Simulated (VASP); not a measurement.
Wanted: the native input for a VASP 6.6.1 run.

| Quantity | Value |
| --- | --- |
| Task | single point |
| Functional | PBE |
| Dispersion | D3(BJ) |
| Potentials or basis | VASP PAW PBE potentials, release 64 (Si, Ti_sv) |
| Cutoff | 520 eV |
| k mesh | 2 × 2 × 2 |
| Occupations | fermi-dirac, width 0.02 eV |
| Spin | no spin polarisation |
| Dipole correction | no |
| Further INCAR settings | LREAL = Auto; ALGO = Normal; EDIFF = 1e-06; NBANDS = 52 |

The structure of TiSi16 (a cell with a defect) lies in POSCAR:

```
TiSi16
1.0
    0.0000000000      5.4300000000      5.4300000000
    5.4300000000      0.0000000000      5.4300000000
    5.4300000000      5.4300000000      0.0000000000
Si Ti
16 1
Direct
   -0.0023330571     -0.0157115101      0.0090400552
    0.1383483425      0.1234441068      0.1145634438
    0.0049523020      0.0007289134      0.4934959484
    0.1163360958      0.1210366483      0.6349966851
   -0.0024167587      0.5089826888      0.0090716390
    0.1044467772      0.6156552486      0.1641974217
   -0.0194906998      0.4917081952      0.5360091160
    0.1163098527      0.6275676796      0.6350102210
    0.5017654696      0.0133096685     -0.0283205341
    0.6123910681      0.1233975138      0.1144240331
    0.4895219153      0.0007333333      0.4933471455
    0.6224886740      0.1339133517      0.6097094843
    0.4731093002      0.5089649171      0.0089678637
    0.6121997238      0.6498245856      0.1145004604
    0.4894617864      0.5164186924      0.4933358195
    0.6098618785      0.6275917127      0.6349001842
    0.7505232044      0.2619349908      0.2256156538
```

The input as run:

INCAR

```
SYSTEM = TiSi16
ALGO     = Normal         ! electronic algorithm
EDIFF    = 1E-6           ! SCF threshold, eV
ENCUT    = 520            ! plane-wave cutoff, eV
GGA      = PE             ! functional
ISIF     = 2              ! what is computed and relaxed
ISMEAR   = -1             ! smearing method
IVDW     = 12             ! dispersion correction
LASPH    = .True.         ! aspherical terms in the spheres
LCHARG   = .True.         ! write CHGCAR
LELF     = .True.         ! ELF
LREAL    = Auto         
LVHAR    = .True.       
LWAVE    = .False.        ! write WAVECAR
NBANDS   = 52             ! bands
NELM     = 100            ! most SCF steps
PREC     = Accurate       ! precision mode
SIGMA    = 0.02           ! smearing width, eV
```

KPOINTS

```
k-points
0
Gamma
  2 2 2
  0 0 0
```

Potentials or basis: VASP PAW PBE potentials, release 64 (Si, Ti_sv).

Command:

```console
$ cat potpaw_PBE.64/Si/POTCAR potpaw_PBE.64/Ti_sv/POTCAR > POTCAR
$ mpirun -np 1 vasp_std > vasp.out
```

Results of the run:

```
Pressure                   : 0.7 GPa
Largest force              : 0.539 eV/Å
Band gap on the k mesh     : zero (band 38 reaches 6.91 eV, above the bottom of band 39 at 6.57 eV)
Dispersion energy per atom : -0.343 eV
```

Caveat: the k points lie up to 0.50 Å⁻¹ apart.

Wall time 4.4 min on 1 thread of AMD EPYC 9R45 96-Core Processor (Zen 5), on a shared host, peak memory 0.47 GiB.
